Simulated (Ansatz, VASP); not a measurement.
**NaH in VASP and in Ansatz**

POSCAR

```
NaH
1.0
    0.0000000000      2.3435742812      2.2067095432
    2.3435742812      0.0000000000      2.2067095432
    2.3435742812      2.3435742812      0.0000000000
Na H
1 1
Direct
    0.0000000000      0.0000000000      0.0000000000
    0.5000000000      0.5000000000      0.5000000000
```

File INCAR.step1:

```
  PREC = Accurate
  ENCUT = 520
  ISMEAR = -1
  SIGMA = 0.2
  LREAL = F
  LASPH = T
  NELM = 60
  NBANDS = 11
  GGA = PE
  ALGO = Normal
  EDIFF = 1E-4
  LWAVE = T
  LCHARG = F
```

The input INCAR.step2:

```
  PREC = Accurate
  ENCUT = 520
  EDIFF = 1E-6
  ISMEAR = -1
  SIGMA = 0.2
  LREAL = F
  LASPH = T
  NELM = 60
  ALGO = Normal
  ISIF = 2
  LWAVE = F
  LCHARG = F
  METAGGA = R2SCAN
  LMIXTAU = T
  NBANDS = 11
  ISTART = 1
```

File KPOINTS:

```
Automatic mesh
0
Gamma
  10 10 10
```

Input for Ansatz:

```yaml
crystal:
  lattice:
    - [0.0, 2.3435742812, 2.2067095432]
    - [2.3435742812, 0.0, 2.2067095432]
    - [2.3435742812, 2.3435742812, 0.0]
  atoms:
    - { symbol: Na, position: [0.0, 0.0, 0.0] }
    - { symbol: H, position: [0.5, 0.5, 0.5] }
basis:
  ecutwfc: 520.0
kpoints:
  mp_grid: { grid: [10, 10, 10] }
hamiltonian:
  xc: r2scan
scf:
  occupations: { method: fermi_dirac, width: 0.2 }
output:
  forces: true
  stress: true
  eigenvalues: true
```

Alike in both runs: task single point; functional r2SCAN; k mesh 10 × 10 × 10; occupations fermi-dirac, width 0.2 eV; no spin polarisation.

|  | VASP | Ansatz |
| --- | --- | --- |
| version | VASP 6.6.1 | Ansatz 0.2.0 |
| potentials or method | VASP PAW PBE potentials, release 64 (Na_pv, H), cutoff 520 eV | scalar-relativistic, plane waves, PAW |
| valence electrons in the cell | 8 | 10 |

```tsv
	VASP	Ansatz	Ansatz less VASP
gap on the k mesh at the Fermi level (eV)	4.62	4.61	-0.014
least direct gap on the mesh (eV)	5.55	5.56	+0.009
pressure (GPa)	4.0	4.2	+0.20
traceless stress, the component that is largest in VASP (GPa)	2.67	2.62	-0.048
```

VASP's potentials were made for PBE, not for r2SCAN. VASP's potentials hold 8 valence electrons a cell and Ansatz's 10, so a difference there can come from the potentials and not from the codes.
